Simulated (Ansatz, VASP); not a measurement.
# Two plane-wave programs on Pt

```xyz
1
Lattice="2.6255 0.0000 0.0000 0.0000 2.6255 0.0000 0.0000 0.0000 2.6255" Properties=species:S:1:pos:R:3 pbc="T T T"
Pt    0.0000    0.0000    0.0000
```

Alike in both runs: functional PBE; k mesh 12 × 12 × 12; occupations fermi-dirac, width 0.1 eV; no spin polarisation.

Ansatz relaxed the structure, and its values are those at the end. VASP's run is a single point on that final structure, the one shown.

|  | VASP | Ansatz |
| --- | --- | --- |
| version | VASP 6.6.1 | Ansatz 0.2.0 |
| potentials or method | VASP PAW PBE potentials, release 64 (Pt), cutoff 520 eV | plane waves (420 eV) with PAW, scalar-relativistic |
| valence electrons in the cell | 10 | 18 |

Ansatz gave:

```
pressure (GPa) : 0.0
```

Q: Estimate VASP's values.

A: Pressure (GPa): -0.5.

VASP's potentials hold 10 valence electrons a cell and Ansatz's 18, so a difference there can come from the potentials and not from the codes.

Spin-orbit coupling is off throughout.
